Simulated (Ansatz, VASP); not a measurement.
**Two plane-wave programs on TiS2**

```
CELL_PARAMETERS angstrom
3.41060 0.00000 0.00000
-1.70530 2.95367 0.00000
0.00000 0.00000 5.73872
ATOMIC_POSITIONS crystal
Ti 0.00000 0.00000 0.00000
S 0.33333 0.66667 0.24491
S 0.66667 0.33333 0.75509
```

Alike in both runs: task single point; functional PBE-based global hybrid; k mesh 6 × 6 × 2; occupations fermi-dirac, width 0.02 eV; no spin polarisation.

```csv
,VASP,Ansatz
version,VASP 6.6.1,Ansatz 0.2.0
potentials or method,"VASP PAW PBE potentials, release 64 (Ti_sv, S)",plane waves
plane-wave cutoff (eV),400,420
valence electrons in the cell,24,24
```

Ansatz gave:

| Item | Value |
| --- | --- |
| gap on the k mesh at the Fermi level (eV) | 4.70 |
| pressure (GPa) | -3.0 |
| traceless stress, the component that is largest in VASP (GPa) | -0.60 |
| rms of the force components (eV/Å) | 0.352 |

Estimate VASP's values.

gap on the k mesh at the Fermi level (eV): 4.73; pressure (GPa): -4.1; traceless stress, the component that is largest in VASP (GPa): -0.34; rms of the force components (eV/Å): 0.347.

VASP's potentials were made for PBE, not for PBE-based global hybrid. Atom by atom the forces differ by 0.005 eV/Å (rms over components). The functional is the same, so the differences come from potentials, cutoffs and numerics. Ansatz's warnings: stress exchange threshold loose, stress scf threshold loose.

The k mesh is coarse, so the values compare programs but aren't converged.
